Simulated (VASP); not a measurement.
Wanted: the native input for a VASP 6.6.1 run.

* Task: single point
* Functional: r2SCANh
* Potentials or basis: VASP PAW PBE potentials, release 64 (As)
* Cutoff: 440 eV
* k mesh: 4 × 6 × 1
* Occupations: gaussian, width 0.01 eV
* Spin: no spin polarisation
* Dipole correction: yes
* Grid for exact exchange (PRECFOCK): Normal
* Further INCAR settings: ALGO = Normal; EDIFF = 1e-06; NBANDS = 18
* Share of exact exchange: 0.1

The system is As, a slab with vacuum.

```
As
1.0
     4.80734    0.00000    0.00000
     0.00000    3.63390    0.00000
     0.00000    0.00000   28.27037
As
4
Direct
  0.07604 0.00000 0.37773
  0.42396 0.50000 0.37773
  0.57604 0.50000 0.29435
  0.92396 0.00000 0.29435
```

The input as run:

POSCAR

```
As
1.0
    4.8073432907      0.0000000000      0.0000000000
    0.0000000000      3.6338988400      0.0000000000
    0.0000000000      0.0000000000     28.2703730404
As
4
Direct
    0.0760355692      0.0000000000      0.3777315134
    0.4239644308      0.5000000000      0.3777315134
    0.5760355692      0.5000000000      0.2943501734
    0.9239644308      0.0000000000      0.2943501734
```

INCAR.step1

```
SYSTEM = As
  PREC = Accurate
  ENCUT = 440
  EDIFF = 1E-5
  ISMEAR = 0
  SIGMA = 0.01
  LREAL = .FALSE.
  LASPH = .TRUE.
  NELM = 120
  ALGO = Normal
  ISIF = 2
  LWAVE = .TRUE.
  LCHARG = .FALSE.
  LDIPOL = .TRUE.
  IDIPOL = 3
  DIPOL = 0.5 0.5 0.336
  GGA = PE
  NBANDS = 18
  GGA_COMPAT = .FALSE.
  NELMDL = -8
```

INCAR.step2

```
SYSTEM = As
  PREC = Accurate
  ENCUT = 440
  EDIFF = 1E-6
  ISMEAR = 0
  SIGMA = 0.01
  LREAL = .FALSE.
  LASPH = .TRUE.
  NELM = 120
  ALGO = Normal
  ISIF = 2
  LWAVE = .FALSE.
  LCHARG = .FALSE.
  LDIPOL = .TRUE.
  IDIPOL = 3
  DIPOL = 0.5 0.5 0.336
  METAGGA = R2SCAN
  LHFCALC = .TRUE.
  AEXX = 0.1
  LMIXTAU = .TRUE.
  PRECFOCK = Normal
  ISTART = 1
  NBANDS = 18
  GGA_COMPAT = .FALSE.
```

KPOINTS

```
regular mesh
0
G
  4 6 1
  0 0 0
```

Potentials or basis: VASP PAW PBE potentials, release 64 (As).

The run is started by

```console
$ cat potpaw_PBE.64/As/POTCAR > POTCAR
$ cp INCAR.step1 INCAR
$ mpirun -np 1 vasp_std > vasp.out
$ cp INCAR.step2 INCAR
$ mpirun -np 1 vasp_std > vasp.out
```

It gave:

| Quantity | Value |
| --- | --- |
| Largest force | 0.098 eV/Å |
| Band gap on the k mesh | 1.60 eV |

Caveat: the PAW data sets were made with another functional, which shifts forces and pressure a little.

Run time: 56 min on 1 thread of Intel Xeon 8259CL (shared host), peak memory 0.6 GiB.
